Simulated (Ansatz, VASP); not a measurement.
## Ti3Al in VASP and in Ansatz

The input INCAR:

```
SYSTEM = Ti3Al
ALGO = Fast ; EDIFF = 1E-6
ENCUT = 520 ; GGA = PS
ISIF = 2 ; ISMEAR = 0
LASPH = .True. ; LCHARG = .False.
LREAL = .False. ; LWAVE = .False.
NBANDS = 28 ; NELM = 100
PREC = Accurate ; SIGMA = 0.15
```

KPOINTS

```
k-points
0
Gamma
  15 15 6
  0 0 0
```

File POSCAR:

```
Ti3Al
1.0
    2.8457574275      0.0000000000      0.0000000000
   -1.4228787137      2.4644982252      0.0000000000
    0.0000000000      0.0000000000      9.4604359920
Ti Al
3 1
Direct
    0.6666666667      0.3333333333      0.0000000000
    0.3333333333      0.6666666667      0.7675875759
    0.3333333333      0.6666666667      0.2324124241
    0.6666666667      0.3333333333      0.5000000000
```

Input for Ansatz:

```yaml
crystal:
  lattice:
    - [2.8457574275, 0.0, 0.0]
    - [-1.4228787137, 2.4644982252, 0.0]
    - [0.0, 0.0, 9.460435992]
  atoms:
    - { symbol: Ti, position: [0.6666666667, 0.3333333333, 0.0] }
    - { symbol: Ti, position: [0.3333333333, 0.6666666667, 0.7675875759] }
    - { symbol: Ti, position: [0.3333333333, 0.6666666667, 0.2324124241] }
    - { symbol: Al, position: [0.6666666667, 0.3333333333, 0.5] }
basis:
  ecutwfc: 520.0
kpoints:
  mp_grid: { grid: [15, 15, 6] }
hamiltonian:
  xc: pbesol
  pseudopotentials: { kind: paw, azcp: { folder: soft_1 } }
scf:
  occupations: { method: gaussian, width: 0.15 }
output:
  forces: true
  stress: true
  eigenvalues: true
```

Alike in both runs: task single point; functional PBEsol; k mesh 15 × 15 × 6; occupations gaussian, width 0.15 eV; no spin polarisation.

|  | VASP | Ansatz |
| --- | --- | --- |
| version | VASP 6.6.1 | Ansatz 0.2.0 |
| potentials or method | VASP PAW PBE potentials, release 64 (Ti_sv, Al), cutoff 520 eV | scalar-relativistic, plane waves, PAW |
| valence electrons in the cell | 39 | 39 |

|  | VASP | Ansatz | Ansatz less VASP |
| --- | --- | --- | --- |
| gap on the k mesh at the Fermi level (eV) | none | none | - |
| pressure (GPa) | 1.4 | 1.6 | +0.21 |
| traceless stress, the component that is largest in VASP (GPa) | -5.88 | -5.95 | -0.071 |
| rms of the force components (eV/Å) | 0.488 | 0.494 | +0.0064 |

VASP's potentials were made for PBE, not for PBEsol, and Ansatz warns of the same on its side. Atom by atom the forces differ by 0.006 eV/Å (rms over components). A gap of «none» marks a metal or a gap that the smearing closes.
